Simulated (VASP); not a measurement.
# Sr9Ti7O24 (a cell with a defect) in VASP: notebook

Sr9Ti7O24 (a cell with a defect) is run at these levels: PBEsol; tasks: single point.

All numbers are computed with VASP 6.6.1; they aren't measurements. Logs are shortened: lines on timing, memory, paths and dates and some standing lists are left out, and cuts for length are marked.

## (1) The cell of the first run

The cell holds a defect, 40 atoms: a = 7.783 Å, b = 7.783 Å, c = 7.783 Å, α = 90.00°, β = 90.00°, γ = 90.00°.

## (2) Single point, PBEsol, collinear spin

Input file INCAR:

```
SYSTEM = Sr9Ti7O24
PREC = Accurate ; ENCUT = 520
EDIFF = 1E-6 ; ISMEAR = -1
SIGMA = 0.05 ; LREAL = Auto
LASPH = .TRUE. ; NELM = 150
ALGO = Normal ; ISIF = 2
LWAVE = .FALSE. ; LCHARG = .TRUE.
ISPIN = 2 ; MAGMOM = 0 0 0 0 0 0 0 0 0.143 0 0 0 0 0 0 0 0.143 0.143 0 0 0 0 0 0 0.143 0 0 0 0.143 0 0 0 0.143 0 0.143 0 0 0 0 0
LORBIT = 11 ; LMAXMIX = 4
GGA = PS ; LELF = .TRUE.
LVHAR = .TRUE. ; NELECT = 315.0
ISYM = 0 ; NBANDS = 189
```

Input file KPOINTS:

```
Automatic mesh
0
Gamma
  1 1 1
  0.25 0.25 0.25
```

Input file POSCAR:

```
Sr9Ti7O24
1.0
    7.7828210000      0.0000000000      0.0000000000
    0.0000000000      7.7828210000      0.0000000000
    0.0000000000      0.0000000000      7.7828210000
Sr Ti O
9 7 24
Direct
    0.9803750000      0.9712850000      0.9947840000
    0.9935790000      0.9875270000      0.5163240000
    0.9850190000      0.5338210000      0.9809220000
    0.9888490000      0.5165590000      0.5147390000
    0.5237770000      0.9838350000      0.0017410000
    0.4879550000      0.9994420000      0.5000860000
    0.5210700000      0.5125100000      0.9995370000
    0.4971150000      0.5120640000      0.5046320000
    0.2231920000      0.2595100000      0.2103030000
    0.2422940000      0.2763390000      0.7354250000
    0.2406410000      0.7616330000      0.2497680000
    0.2513990000      0.7431650000      0.7606490000
    0.7315670000      0.2464370000      0.2663300000
    0.7508830000      0.2503130000      0.7407400000
    0.7525560000      0.7447500000      0.2566310000
    0.7425500000      0.7511360000      0.7453280000
    0.2524050000      0.1076980000      0.9271860000
    0.2436280000      0.2867890000      0.5087240000
    0.2431190000      0.7765550000      0.0073010000
    0.2517500000      0.7412330000      0.5221130000
    0.7768970000      0.2642990000      0.0104670000
    0.7726690000      0.2434500000      0.5014470000
    0.7499220000      0.7432870000      0.0063110000
    0.7485930000      0.7592920000      0.5051600000
    0.9361640000      0.2582750000      0.1075060000
    0.0032360000      0.2678460000      0.7571680000
    0.0009340000      0.7148750000      0.2568750000
    0.0010980000      0.7544040000      0.7512500000
    0.5122500000      0.2160870000      0.2321740000
    0.5115890000      0.2639210000      0.7602280000
    0.5019860000      0.7701760000      0.2562150000
    0.5007300000      0.7538000000      0.7591490000
    0.2220290000      0.9876410000      0.2996820000
    0.2577650000      0.0142700000      0.7641450000
    0.3220160000      0.5308230000      0.2440100000
    0.2563570000      0.5036600000      0.8049850000
    0.7723250000      0.9945290000      0.2538900000
    0.7532090000      0.0056720000      0.7604310000
    0.7331630000      0.4965970000      0.2694220000
    0.7535920000      0.5066200000      0.7452480000
```

Potentials or basis: VASP PAW PBE potentials, release 64 (Sr_sv, Ti_sv, O).

Started as:

```console
$ cat potpaw_PBE.64/Sr_sv/POTCAR potpaw_PBE.64/Ti_sv/POTCAR potpaw_PBE.64/O/POTCAR > POTCAR
$ mpirun -np 1 vasp_std > vasp.out
```

OUTCAR:

```text
SYSTEM = Sr9Ti7O24
   PREC = Accurate
   ENCUT = 520
   EDIFF = 1E-6
   ISMEAR = -1
   LREAL = Auto
   LASPH = .TRUE.
   NELM = 150
   ISIF = 2
   ISPIN = 2
   LORBIT = 11
   GGA = PS
   NELECT = 315.0
   ISYM = 0

 ion  position               nearest neighbor table
   1  0.980  0.971  0.995-  25 2.42  17 2.43  23 2.52  28 2.54  19 2.55  38 2.55  37 2.59  21 2.78
                            34 2.83  27 2.86  26 2.96  33 3.03  16 3.18  15 3.23  11 3.27  12 3.30
   2  0.994  0.988  0.516-  33 2.45  28 2.58  24 2.61  22 2.63  38 2.67  37 2.67  20 2.78  34 2.83
                            26 2.88  27 2.93  18 3.04  16 3.22  14 3.29  11 3.33  15 3.34  12 3.36
   3  0.985  0.534  0.981-  25 2.39  23 2.46  28 2.48  36 2.53  27 2.57  40 2.58  21 2.66  26 2.71
                            19 2.77  39 2.99  16 3.13  12 3.15  15 3.25  35 3.33   9 3.34  11 3.39
   4  0.989  0.517  0.515-  27 2.53  40 2.56  28 2.61  24 2.66  18 2.67  20 2.69  26 2.71  22 2.71
                            39 2.76  36 3.07  16 3.20  10 3.21  15 3.25  14 3.29  12 3.31  35 3.34
   5  0.524  0.984  0.002-  17 2.39  29 2.55  23 2.57  31 2.59  38 2.60  32 2.61  19 2.72  37 2.76
                            34 2.79  30 2.88  21 2.94  16 3.19  15 3.25  33 3.30  13 3.32  12 3.39
   6  0.488  0.999  0.500-  33 2.59  31 2.61  29 2.69  34 2.73  20 2.73  24 2.76  32 2.78  38 2.89
                            30 2.89  22 2.92  37 2.93  18 2.94  13 3.26  11 3.31  16 3.36  12 3.39
   7  0.521  0.513  1.000-  35 2.46  23 2.53  36 2.56  32 2.66  39 2.67  40 2.68  30 2.69  21 2.78
                            31 2.83  29 2.93  19 2.98  16 3.21  15 3.24  12 3.33  13 3.36  14 3.38
   8  0.497  0.512  0.505-  35 2.45  39 2.60  20 2.62  18 2.64  32 2.73  40 2.74  24 2.74  30 2.77
                            31 2.79  22 3.00  36 3.00  29 3.13  10 3.24  16 3.26  12 3.30  15 3.31
   9  0.223  0.260  0.210-  33 2.23  35 2.26  29 2.28  18 2.34  25 2.37  17 2.51   3 3.34   1 3.38
                             7 3.46   5 3.57   4 3.60   2 3.65   6 3.66   8 3.70  10 3.70  13 3.85
  10  0.242  0.276  0.735-  18 1.77  36 1.85  26 1.87  17 1.99  34 2.06  30 2.11   4 3.21   8 3.24
                             6 3.41   3 3.42   2 3.42   7 3.51   9 3.70   1 3.72   5 3.78
  11  0.241  0.762  0.250-  33 1.81  19 1.89  27 1.90  35 1.91  31 2.04  20 2.13   1 3.27   6 3.31
                             2 3.33   3 3.39   5 3.40   8 3.42   4 3.43   7 3.51   9 3.89   9 3.92
  12  0.251  0.743  0.761-  20 1.86  36 1.90  19 1.94  32 1.94  28 1.95  34 2.11   3 3.15   8 3.30
                             1 3.30   4 3.31   7 3.33   2 3.36   6 3.39   5 3.39
  13  0.732  0.246  0.266-  29 1.74  22 1.86  39 1.95  37 1.99  25 2.02  21 2.03   6 3.26   5 3.32
                             8 3.32   7 3.36   2 3.46   4 3.49   1 3.58   3 3.72   9 3.85   9 3.98
  14  0.751  0.250  0.741-  22 1.87  30 1.87  38 1.91  26 1.97  40 2.00  21 2.11   2 3.29   4 3.29
                             7 3.38   8 3.38   6 3.39   5 3.40   3 3.42   1 3.44
  15  0.753  0.745  0.257-  24 1.94  39 1.94  27 1.95  23 1.95  37 1.95  31 1.96   1 3.23   7 3.24
                             5 3.25   4 3.25   3 3.25   8 3.31   2 3.34   6 3.43
  16  0.743  0.751  0.745-  24 1.87  32 1.89  40 1.90  38 1.99  28 2.01  23 2.03   3 3.13   1 3.18
                             5 3.19   4 3.20   7 3.21   2 3.22   8 3.26   6 3.36
  17  0.252  0.108  0.927-  34 1.46  10 1.99   5 2.39   1 2.43   9 2.51
  18  0.244  0.287  0.509-  10 1.77   9 2.34   8 2.64   4 2.67   6 2.94   2 3.04
  19  0.243  0.777  0.007-  11 1.89  12 1.94   1 2.55   5 2.72   3 2.77   7 2.98
  20  0.252  0.741  0.522-  12 1.86  11 2.13   8 2.62   4 2.69   6 2.73   2 2.78
  21  0.777  0.264  0.010-  25 1.45  13 2.03  14 2.11   3 2.66   7 2.78   1 2.78   5 2.94
  22  0.773  0.243  0.501-  13 1.86  14 1.87   2 2.63   4 2.71   6 2.92   8 3.00
  23  0.750  0.743  0.006-  15 1.95  16 2.03   3 2.46   1 2.52   7 2.53   5 2.57
  24  0.749  0.759  0.505-  16 1.87  15 1.94   2 2.61   4 2.66   8 2.74   6 2.76
  25  0.936  0.258  0.108-  21 1.45  13 2.02   9 2.37   3 2.39   1 2.42
  26  0.003  0.268  0.757-  10 1.87  14 1.97   4 2.71   3 2.71   2 2.88   1 2.96
  27  0.001  0.715  0.257-  11 1.90  15 1.95   4 2.53   3 2.57   1 2.86   2 2.93
  28  0.001  0.754  0.751-  12 1.95  16 2.01   3 2.48   1 2.54   2 2.58   4 2.61
  29  0.512  0.216  0.232-  13 1.74   9 2.28   5 2.55   6 2.69   7 2.93   8 3.13
  30  0.512  0.264  0.760-  14 1.87  10 2.11   7 2.69   8 2.77   5 2.88   6 2.89
  31  0.502  0.770  0.256-  15 1.96  11 2.04   5 2.59   6 2.61   8 2.79   7 2.83
  32  0.501  0.754  0.759-  16 1.89  12 1.94   5 2.61   7 2.66   8 2.73   6 2.78
  33  0.222  0.988  0.300-  11 1.81   9 2.23   2 2.45   6 2.59   1 3.03   5 3.30
  34  0.258  0.014  0.764-  17 1.46  10 2.06  12 2.11   6 2.73   5 2.79   2 2.83   1 2.83
  35  0.322  0.531  0.244-  11 1.91   9 2.26   8 2.45   7 2.46   3 3.33   4 3.34
  36  0.256  0.504  0.805-  10 1.85  12 1.90   3 2.53   7 2.56   8 3.00   4 3.07
  37  0.772  0.995  0.254-  15 1.95  13 1.99   1 2.59   2 2.67   5 2.76   6 2.93
  38  0.753  0.006  0.760-  14 1.91  16 1.99   1 2.55   5 2.60   2 2.67   6 2.89
  39  0.733  0.497  0.269-  15 1.94  13 1.95   8 2.60   7 2.67   4 2.76   3 2.99
  40  0.754  0.507  0.745-  16 1.90  14 2.00   4 2.56   3 2.58   7 2.68   8 2.74

IMPORTANT INFORMATION: All symmetrisations will be switched off!
NOSYMM: (Re-)initialisation of all symmetry stuff for point group C_1.

----------------------------------------------------------------------------------------

                                     Primitive cell

  volume of cell :     471.4234

  direct lattice vectors                    reciprocal lattice vectors
     7.782821000  0.000000000  0.000000000     0.128488115  0.000000000  0.000000000
     0.000000000  7.782821000  0.000000000     0.000000000  0.128488115  0.000000000
     0.000000000  0.000000000  7.782821000     0.000000000  0.000000000  0.128488115

[... 148 lines left out ...]
   PSTRESS=    0.0 pullay stress
   NELECT =     315.0000    total number of electrons
   NUPDOWN=      -1.0000    fix difference up-down
   EMIN   =  10.00;   EMAX   =-10.00  energy-range for DOS
   EFERMI =   0.00;   METHOD = LEGACY
   ISMEAR =    -1;   SIGMA  =   0.05  broadening in eV -4-tet -1-fermi 0-gaus
   EFERMI_NEDOS =   21; number of points for ismear=-14 and -15
   IALGO  =     38    algorithm
   IMIX   =      4    mixing-type and parameters
     AMIX     =   0.40;   BMIX     =  1.00
     AMIX_MAG =   1.60;   BMIX_MAG =  1.00
  volume/ion in A,a.u.               =      11.79        79.53
  Fermi-wavevector in a.u.,A,eV,Ry     =   1.431225  2.704623 27.870250  2.048406
  Thomas-Fermi vector in A             =   2.550985
   LORBIT       =     11    0 simple, 1 ext, 2 COOP (PROOUT), +10 PAW based schemes
   GGA     = PS    functional components
   LHFCALC =     F    Hartree Fock is set to
   AEXX    =    0.0000 exact exchange contribution
   IVDW    =     0    specifies the selected vdW correction
   LEPSILON=     F    determine dielectric tensor
   LRPA    =     F    only Hartree local field effects (RPA)
 spin polarized calculation
  energy-cutoff  :      520.00
  volume of cell :      471.42
 maximum number of plane-waves:     12704
 NGX is ok and might be reduce to    60
   NGX = 29   NGY = 29   NGZ = 29

 number of electron     315.0000008 magnetization      -0.0708612

 number of electron     315.0000009 magnetization       0.9871070

 Free energy of the ion-electron system (eV)
  ---------------------------------------------------
  ext. energy  EPLUGINS =         0.00000000
  ---------------------------------------------------
  free energy    TOTEN  =      -333.54949331 eV

  energy without entropy =     -333.54053189  energy(sigma->0) =     -333.54501260

 E-fermi :   3.9018     XC(G=0): -11.4818

 val. band max:        3.6626000321   @ k =   0.2500  -0.2500   0.2500
 cond. band min:       4.0954900196   @ k =   0.2500  -0.2500   0.2500
 fundamental gap:      0.4328899875
 Fermi energy:         3.9018340295

 spin component 1

 k-point     1 :       0.2500    0.2500    0.2500
  band No.  band energies     occupation
      1     -52.1477      1.00000
      2     -52.1132      1.00000
      3     -52.0666      1.00000
      4     -52.0392      1.00000
      5     -51.9154      1.00000
      6     -51.8346      1.00000
[... 677 lines left out ...]
    168       7.6236      0.00000
    169       7.6622      0.00000
 Fermi energy:         3.9018340295

 spin component 2

 k-point     1 :       0.2500    0.2500    0.2500
  band No.  band energies     occupation
      1     -52.1481      1.00000
      2     -52.1264      1.00000
      3     -52.0675      1.00000
      4     -52.0399      1.00000
      5     -51.9195      1.00000
      6     -51.8346      1.00000
[... 677 lines left out ...]
    168       7.6269      0.00000
    169       7.6640      0.00000
 [bands above 169 left out]

------------------------ aborting loop because EDIFF is reached ----------------------------------------

  FORCE on cell =-STRESS in cart. coord.  units (eV):
  Direction    XX          YY          ZZ          XY          YZ          ZX
  --------------------------------------------------------------------------------------
  -------------------------------------------------------------------------------------
  Total        0.0590277      6.8551386      1.0979326     -0.0214347     -3.4740830     -4.1840512
  in kB        0.2006114     23.2978420      3.7314285     -0.0728479    -11.8070024    -14.2198969
  external PRESSURE =       9.0766273 kB  Pullay stress =       0.0000000 kB

 VOLUME and BASIS-vectors are now :
 -----------------------------------------------------------------------------
  energy-cutoff  :      520.00
  volume of cell :      471.42
      direct lattice vectors                 reciprocal lattice vectors
     7.782821000  0.000000000  0.000000000     0.128488115  0.000000000  0.000000000
     0.000000000  7.782821000  0.000000000     0.000000000  0.128488115  0.000000000
     0.000000000  0.000000000  7.782821000     0.000000000  0.000000000  0.128488115

 POSITION                                       TOTAL-FORCE (eV/Angst)
 -----------------------------------------------------------------------------------
      7.63008      7.55934      7.74223         0.017610      0.011865      0.027068
      7.73285      7.68575      4.01846         0.012638      0.030343      0.006551
      7.66623      4.15463      7.63434         0.032435      0.002166      0.032811
      7.69603      4.02029      4.00612         0.014920     -0.013481     -0.024473
      4.07646      7.65701      0.01355         0.028502      0.032974      0.047334
      3.79767      7.77848      3.89208         0.011988      0.030469      0.001664
[... 32 lines left out ...]
      5.70608      3.86493      2.09686         0.009794     -0.027987     -0.000949
      5.86507      3.94293      5.80013        -0.005591     -0.046892     -0.008720
 -----------------------------------------------------------------------------------
    total drift:                               -0.009089      0.005862     -0.005798

  FREE ENERGIE OF THE ION-ELECTRON SYSTEM (eV)
  ---------------------------------------------------
  free  energy   TOTEN  =      -333.5494933145 eV

  energy  without entropy=     -333.5405318903  energy(sigma->0) =     -333.54501260

 total charge

# of ion       s       p       d       tot
------------------------------------------
    1        2.006   5.791   0.269   8.065
    2        2.000   5.767   0.220   7.987
    3        2.007   5.789   0.279   8.074
    4        2.001   5.767   0.225   7.992
    5        2.002   5.779   0.240   8.021
    6        1.995   5.755   0.189   7.938
[... 32 lines left out ...]
   39        1.559   3.460   0.000   5.019
   40        1.560   3.477   0.000   5.037
--------------------------------------------------
tot         71.301 179.044  15.133 265.477

 magnetization (x)

# of ion       s       p       d       tot
------------------------------------------
    1       -0.000   0.000   0.000   0.000
    2        0.000   0.000   0.000   0.000
    3       -0.000   0.000  -0.000  -0.000
    4       -0.000  -0.000  -0.000  -0.000
    5        0.000   0.000  -0.000   0.000
    6        0.000   0.001   0.000   0.001
[... 32 lines left out ...]
   39        0.000   0.013   0.000   0.014
   40        0.000   0.001   0.000   0.001
--------------------------------------------------
tot          0.013   0.858  -0.036   0.835
```

It took 42 min on 1 thread of Intel Xeon Platinum 8259CL at 2.50GHz (Skylake/Cascade Lake), shared host; peak memory 0.94 GiB.

Results:

```
Free energy                                           : -333.5495 eV
Largest force                                         : 0.314 eV/Å
Net moment                                            : 0.99 μB per cell
Site moments                                          : Sr +0.00, -0.00, +0.02 (each value once); Ti +0.00, -0.02, -0.00, -0.01 (each value once); O +0.00, +0.01, +0.02, +0.30, +0.05, +0.34, +0.08 (each value once) μB
Valence electrons inside the program's atomic spheres : Sr 8.06, 7.99, 8.07, 8.02, 7.94, 8.00, 7.98, 8.18 (each value once); Ti 10.52, 10.43, 10.38, 10.53, 10.35, 10.33 (each value once); O 4.97, 5.01, 5.04, 4.96, 5.05, 4.98, 5.02, 5.03, 4.99, 4.95, 5.00 (each value once)
```

Forces in eV/Å, atoms in the order of the input:
```
Sr   0.018  0.012  0.027
Sr   0.013  0.030  0.007
Sr   0.032  0.002  0.033
Sr   0.015 -0.013 -0.024
Sr   0.029  0.033  0.047
Sr   0.012  0.030  0.002
Sr   0.016 -0.011 -0.028
Sr   0.006 -0.023  0.026
Sr  -0.065  0.017 -0.109
Ti   0.058  0.057  0.043
Ti   0.011  0.075  0.013
Ti   0.063  0.085  0.015
Ti   0.088  0.026  0.040
Ti   0.036  0.067  0.058
Ti   0.045  0.059  0.013
Ti   0.053  0.065  0.057
O    0.058  0.103  0.197
O   -0.004 -0.030 -0.047
O   -0.011 -0.028 -0.016
O   -0.028 -0.001 -0.026
O   -0.243 -0.053 -0.192
O    0.016 -0.026  0.004
O   -0.039 -0.011 -0.036
O   -0.023 -0.001 -0.030
O    0.204  0.044  0.162
O   -0.046 -0.038 -0.029
O   -0.003  0.000 -0.021
O   -0.026 -0.010 -0.040
O   -0.063 -0.023 -0.037
O   -0.069 -0.040  0.033
O   -0.038 -0.054  0.009
O   -0.046 -0.009 -0.016
O    0.033 -0.088  0.060
O   -0.061 -0.144 -0.193
O    0.014  0.065 -0.003
O   -0.016 -0.027  0.031
O   -0.012  0.002  0.000
O   -0.031 -0.065 -0.018
O    0.010 -0.028 -0.001
O   -0.006 -0.047 -0.009
```

Caveat: the cell carries a net charge on a neutralising background, which shifts energy and pressure; the cell is charged against a uniform background, so pressure and absolute levels hang on convention; the PAW data sets were made with another functional, which shifts forces and pressure a little.

(Continued in part 2 of 2.)
